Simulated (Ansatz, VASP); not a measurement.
# Two plane-wave programs on Ir3C2

```xyz
5
Lattice="5.5805 0.0000 0.0000 -2.7903 4.8329 0.0000 0.0000 0.0000 2.7431" Properties=species:S:1:pos:R:3 pbc="T T T"
Ir    2.7903    0.0000    1.3715
Ir   -1.3951    2.4164    1.3715
Ir    1.3951    2.4164    1.3715
C     2.7903    1.6110    0.0000
C     0.0000    3.2219    0.0000
```

Alike in both runs: task relaxation of cell and atoms; functional PBE; k mesh 6 × 6 × 6; occupations gaussian, width 0.1 eV; no spin polarisation.

|  | VASP | Ansatz |
| --- | --- | --- |
| version | VASP 6.6.1 | Ansatz 0.2.0 |
| potentials or method | VASP PAW PBE potentials, release 64 (Ir, C), cutoff 600 eV | scalar-relativistic, plane waves, PAW |
| valence electrons in the cell | 35 | 59 |

VASP gave:

```
gap on the k mesh at the Fermi level, each at its own relaxed structure (eV) : none
relaxed volume (Å³/atom)                                                     : 14.84
relaxed cell length with the largest relative difference (Å)                 : 5.575
```

Question: Estimate Ansatz's values.

Answer: gap on the k mesh at the Fermi level, each at its own relaxed structure (eV): none; relaxed volume (Å³/atom): 14.78; relaxed cell length with the largest relative difference (Å): 5.566.

A gap of «none» marks a metal or a gap that the smearing closes. VASP's potentials hold 35 valence electrons a cell and Ansatz's 59, so a difference there can come from the potentials and not from the codes.

The k mesh is coarse, so the values compare programs but aren't converged. Neither program's run includes spin-orbit coupling.
